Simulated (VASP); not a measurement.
SiNi (rocksalt type):

```
Ni Si
1.0
     0.00000    2.30249    2.30249
     2.30249    0.00000    2.30249
     2.30249    2.30249    0.00000
Ni Si
1 1
Direct
  0.00000 0.00000 0.00000
  0.50000 0.50000 0.50000
```

```yaml
Program: VASP 6.6.1
Task: relaxation of cell and atoms
Functional: LDA
Potentials_or_basis: VASP PAW LDA potentials, release 64 (Ni, Si)
Cutoff: 600 eV
k_mesh: 16 × 16 × 16
Occupations: fermi-dirac, width 0.08 eV
Spin: no spin polarisation
```

At the start: pressure 4.6 GPa; volume 12.21 Å³/atom.

How do energy, volume and symmetry change on relaxing?

Over 3 steps the energy falls by 4.6 meV/atom and the volume is 12.53 Å³/atom (+2.7 %); space group Fm-3m (No. 225, to 0.1 Å) before and after.

The path:
```tsv
step	energy change (eV)	largest force (eV/Å)	pressure (GPa)	volume (Å³)
1	0.0000	0.0000	4.57	24.41
2	-0.0019	0.0000	-3.74	25.67
3	-0.0091	0.0000	-0.04	25.07
```

Final structure:
```
Ni Si
1.0
     0.00000    2.32282    2.32282
     2.32282    0.00000    2.32282
     2.32282    2.32282    0.00000
Ni Si
1 1
Direct
  0.00000 0.00000 0.00000
  0.50000 0.50000 0.50000
```
